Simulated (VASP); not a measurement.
# SnO (Romarchite) (P4/nmm) in VASP: further runs, part 2 of 2

VASP 6.6.1. Earlier steps stand in the parts before.

## 4. Single point, r2SCAN

This run uses another cell than the first one, of 17.93 Å³/atom, 0.945 times its volume.

POSCAR reads:

```
SnO
1.0
    3.8082524224      0.0000000000      0.0000000000
    0.0000000000      3.8082524224      0.0000000000
    0.0000000000      0.0000000000      4.9458195124
Sn O
2 2
Direct
    0.5000000000      0.0000000000      0.2319330465
    0.0000000000      0.5000000000      0.7680669535
    0.0000000000      0.0000000000      0.0000000000
    0.5000000000      0.5000000000      0.0000000000
```

INCAR.step1 reads:

```
SYSTEM = SnO
ALGO     = Normal         ! electronic algorithm
EDIFF    = 1E-4           ! SCF threshold, eV
ENCUT    = 520            ! plane-wave cutoff, eV
GGA      = PE             ! functional
ISMEAR   = 1              ! smearing method
LASPH    = .True.         ! aspherical terms in the spheres
LCHARG   = .False.        ! write CHGCAR
LREAL    = .False.        ! projectors in reciprocal space
LWAVE    = .True.         ! write WAVECAR
NBANDS   = 28             ! bands
NELM     = 80             ! most SCF steps
PREC     = Accurate       ! precision mode
SIGMA    = 0.109          ! smearing width, eV
```

INCAR.step2 reads:

```
SYSTEM = SnO
ALGO     = Normal         ! electronic algorithm
EDIFF    = 1E-6           ! SCF threshold, eV
ENCUT    = 520            ! plane-wave cutoff, eV
ISIF     = 2              ! what is computed and relaxed
ISMEAR   = 1              ! smearing method
ISTART   = 1            
LASPH    = .True.         ! aspherical terms in the spheres
LCHARG   = .False.        ! write CHGCAR
LMIXTAU  = .True.       
LREAL    = .False.        ! projectors in reciprocal space
LWAVE    = .False.        ! write WAVECAR
METAGGA  = R2SCAN         ! meta-GGA
NBANDS   = 28             ! bands
NELM     = 80             ! most SCF steps
PREC     = Accurate       ! precision mode
SIGMA    = 0.109          ! smearing width, eV
```

KPOINTS reads:

```
k-points
0
Gamma
  5 5 4
  0 0 0
```

Launch:

```sh
cat potpaw_PBE.64/Sn_d/POTCAR potpaw_PBE.64/O/POTCAR > POTCAR
cp INCAR.step1 INCAR
mpirun -np 1 vasp_std > vasp.out
cp INCAR.step2 INCAR
mpirun -np 1 vasp_std > vasp.out
```

Wall time 67 s (1 thread of Intel Xeon 6975P-C (Granite Rapids), shared host); peak memory 0.19 GiB.

It converged, with:

* Free energy: -66.9024 eV
* Pressure: 0.6 GPa
* Largest force: 0.144 eV/Å
* Band gap on the k mesh: 0.79 eV, indirect (least direct gap 2.34 eV)

Forces on the atoms (eV/Å):
```
Sn   0.000  0.000  0.144
Sn   0.000  0.000 -0.144
O    0.000  0.000  0.000
O    0.000  0.000  0.000
```

Levels at points of the mesh, in eV from the valence-band top:
```tsv
k point	band 18	band 19	band 20	band 21	band 22	band 23
(0.00, 0.00, 0.00)	-3.56	-3.56	0.00	2.34	4.36	5.04
(0.00, 0.00, 0.50)	-3.57	-3.24	-2.50	1.98	3.32	3.32
```

Caveat: the PAW data sets were made with another functional, which shifts forces and pressure a little; spin-orbit coupling is left out, which moves the levels of the heavy elements.

## 5. Relaxation of cell and atoms, PBE

This run uses another cell than the first one, of 17.46 Å³/atom, 0.920 times its volume.

INCAR reads:

```
SYSTEM = SnO
PREC = Accurate ; ENCUT = 600
EDIFF = 1E-6 ; ISMEAR = 1
SIGMA = 0.126 ; LREAL = .FALSE.
LASPH = .TRUE. ; NELM = 60
ALGO = Normal ; ISIF = 3
LWAVE = .FALSE. ; LCHARG = .FALSE.
GGA = PE ; IBRION = 2
NSW = 80 ; EDIFFG = -0.05
```

KPOINTS reads:

```
Automatic mesh
0
G
  5 5 4
  0 0 0
```

POSCAR reads:

```
SnO
1.0
    3.7986000000      0.0000000000      0.0000000000
    0.0000000000      3.7986000000      0.0000000000
    0.0000000000      0.0000000000      4.8408000000
Sn O
2 2
Direct
    0.5000000000      0.0000000000      0.2369000000
    0.0000000000      0.5000000000      0.7631000000
    0.0000000000      0.0000000000      0.0000000000
    0.5000000000      0.5000000000      0.0000000000
```

Potentials or basis: VASP PAW PBE potentials, release 64 (Sn_d, O).

Launch:

```sh
cat potpaw_PBE.64/Sn_d/POTCAR potpaw_PBE.64/O/POTCAR > POTCAR
mpirun -np 1 vasp_std > vasp.out
```

OUTCAR:

```text
SYSTEM = SnO
   PREC = Accurate
   ENCUT = 600
   EDIFF = 1E-6
   ISMEAR = 1
   LREAL = .FALSE.
   LASPH = .TRUE.
   NELM = 60
   ISIF = 3
   GGA = PE
   IBRION = 2
   NSW = 80
   EDIFFG = -0.05

 ion  position               nearest neighbor table
   1  0.500  0.000  0.237-   3 2.22   4 2.22   4 2.22   3 2.22   2 3.53   2 3.53   2 3.53   2 3.53
                             2 3.70   2 3.70   2 3.70   2 3.70
   2  0.000  0.500  0.763-   3 2.22   4 2.22   3 2.22   4 2.22   1 3.53   1 3.53   1 3.53   1 3.53
                             1 3.70   1 3.70   1 3.70   1 3.70
   3  0.000  0.000  0.000-   1 2.22   2 2.22   2 2.22   1 2.22
   4  0.500  0.500  0.000-   1 2.22   2 2.22   1 2.22   2 2.22

  LATTYP: Found a simple tetragonal cell.
 ALAT       =     3.7986000000
 C/A-ratio  =     1.2743642395

  Lattice vectors:

 A1 = (   3.7986000000,   0.0000000000,   0.0000000000)
 A2 = (   0.0000000000,   3.7986000000,   0.0000000000)
 A3 = (   0.0000000000,   0.0000000000,   4.8408000000)

Analysis of symmetry for initial positions (statically):
=====================================================================
 Subroutine PRICEL returns:
 Original cell was already a primitive cell.

 Routine SETGRP: Setting up the symmetry group for a
 simple tetragonal supercell.
[... 171 lines left out ...]

  FORCE on cell =-STRESS in cart. coord.  units (eV):
  Direction    XX          YY          ZZ          XY          YZ          ZX
  --------------------------------------------------------------------------------------
  -------------------------------------------------------------------------------------
  Total        2.3687642      2.3687642      1.8733546      0.0000000      0.0000000      0.0000000
  in kB       54.3335574     54.3335574     42.9700951      0.0000000      0.0000000      0.0000000
  external PRESSURE =      50.5457366 kB  Pullay stress =       0.0000000 kB
[... 139 lines left out ...]
--------------------------------------- Ionic step        5  -------------------------------------------

 number of electron      39.9999988 magnetization

 E-fermi :   6.6503     XC(G=0): -10.0426

 val. band max:        6.5511778217   @ k =   0.0000   0.0000   0.0000
 cond. band min:       7.1819455090   @ k =   0.4000   0.4000   0.0000
 fundamental gap:      0.6307676873
 Fermi energy:         6.6502537424

 k-point     1 :       0.0000    0.0000    0.0000
  band No.  band energies     occupation
      1     -15.2449      2.00000
      2     -14.8852      2.00000
      3     -14.8852      2.00000
      4     -14.8841      2.00000
      5     -14.8540      2.00000
      6     -14.8410      2.00000
[... 550 lines left out ...]
--------------------------------------- Ionic step        7  -------------------------------------------

 number of electron      39.9999987 magnetization

 Free energy of the ion-electron system (eV)
  ---------------------------------------------------
  ext. energy  EPLUGINS =         0.00000000
  ---------------------------------------------------
  free energy    TOTEN  =       -22.71982639 eV

  energy without entropy =      -22.72005666  energy(sigma->0) =      -22.71990315

 E-fermi :   6.4590     XC(G=0):  -9.9720

 val. band max:        6.3721237191   @ k =   0.0000   0.0000   0.0000
 cond. band min:       7.1235334409   @ k =   0.4000   0.4000   0.0000
 fundamental gap:      0.7514097218
 Fermi energy:         6.4590068926

 k-point     1 :       0.0000    0.0000    0.0000
  band No.  band energies     occupation
      1     -15.3686      2.00000
      2     -15.0104      2.00000
      3     -15.0104      2.00000
      4     -15.0070      2.00000
      5     -14.9788      2.00000
      6     -14.9674      2.00000
[... 506 lines left out ...]
  FREE ENERGIE OF THE ION-ELECTRON SYSTEM (eV)
  ---------------------------------------------------
  free  energy   TOTEN  =       -22.7198263884 eV

  energy  without entropy=      -22.7200566646  energy(sigma->0) =      -22.71990315

 reached required accuracy - stopping structural energy minimisation
```

It took 86 s on 1 thread of Intel Xeon 6975P-C (Granite Rapids), shared host; peak memory 0.2 GiB.

Results:

| Property | Result |
| --- | --- |
| Free energy | -22.7198 eV |
| Relaxed volume | 18.50 Å³/atom |
| Relaxed cell | a = 3.877 Å, b = 3.877 Å, c = 4.921 Å, α = 90.00°, β = 90.00°, γ = 90.00° |
| Space group after relaxing (to 0.05 Å) | P4/nmm (No. 129) |
| Energy gained by relaxing | 14.5 meV/atom |
| Ionic steps | 7 |
| Pressure after relaxing | 0.0 GPa |
| Largest force after relaxing | 0.033 eV/Å |
| Band gap on the k mesh | 0.75 eV, indirect (least direct gap 2.00 eV) |

Forces in eV/Å, atoms in the order of the input:
```
Sn   0.000  0.000 -0.033
Sn   0.000  0.000  0.033
O    0.000  0.000  0.000
O    0.000  0.000  0.000
```

Step by step:
| step | energy change (eV) | largest force (eV/Å) | pressure (GPa) | volume (Å³) |
| --- | --- | --- | --- | --- |
| 1 | 0.0000 | 0.5781 | 5.05 | 69.85 |
| 2 | -0.0053 | 0.8924 | -3.53 | 75.57 |
| 3 | -0.0511 | 0.2181 | 0.28 | 72.69 |
| 4 | -0.0511 | 0.2028 | 0.37 | 72.63 |
| 5 | -0.0549 | 0.1181 | 0.27 | 73.08 |
| 6 | -0.0566 | 0.0139 | 0.14 | 73.66 |
| 7 | -0.0579 | 0.0328 | -0.03 | 73.99 |

Final structure:
```
CELL_PARAMETERS angstrom
3.87744 0.00000 0.00000
0.00000 3.87744 0.00000
0.00000 0.00000 4.92133
ATOMIC_POSITIONS crystal
Sn 0.50000 0.00000 0.23523
Sn 0.00000 0.50000 0.76477
O 0.00000 0.00000 0.00000
O 0.50000 0.50000 0.00000
```

Levels at points of the mesh, in eV from the valence-band top:
| k point | band 16 | band 17 | band 18 | band 19 | band 20 | band 21 | band 22 | band 23 | band 24 |
| --- | --- | --- | --- | --- | --- | --- | --- | --- | --- |
| (0.00, 0.00, 0.00) | -5.81 | -3.13 | -2.88 | -2.88 | 0.00 | 2.00 | 4.37 | 4.75 | 4.75 |
| (0.00, 0.00, 0.50) | -3.23 | -3.19 | -2.89 | -2.89 | -1.89 | 1.71 | 3.12 | 3.12 | 3.66 |

Caveat: spin-orbit coupling is left out, which moves the levels of the heavy elements; the relaxation stopped at a loose force limit of 0.05 eV/Å, so its end isn't a converged minimum.

## 6. Overview

```csv
task,level,cell,cutoff (eV),smearing,gap on the mesh (eV),pressure (GPa),largest force (eV/Å)
single point,PBE,"a = 3.868, b = 3.868, c = 5.076 Å, 4 atoms",520,methfessel-paxton 0.126 eV,0.91,0.2,0.08
single point,r2SCAN+rVV10,"a = 3.792, b = 3.792, c = 4.780 Å, 4 atoms",520,methfessel-paxton 0.3 eV,0.44,0.7,0.14
single point,r2SCAN,"a = 3.808, b = 3.808, c = 4.946 Å, 4 atoms",520,methfessel-paxton 0.109 eV,0.79,0.6,0.14
relaxation of cell and atoms,PBE,"relaxed from a = 3.799, b = 3.799, c = 4.841 Å, 4 atoms",600,methfessel-paxton 0.126 eV,0.75,0.0,0.03
```

Alike in all rows: potentials or basis VASP PAW PBE potentials, release 64 (Sn_d, O); no spin polarisation; k mesh 5 × 5 × 4.

Caveats: spin-orbit coupling is left out, which moves the levels of the heavy elements; the PAW data sets were made with another functional, which shifts forces and pressure a little (some runs); the relaxation stopped at a loose force limit of 0.05 eV/Å, so its end isn't a converged minimum (some runs).

Total energies depend on the potentials used, so only differences within one code and one set of settings carry meaning.
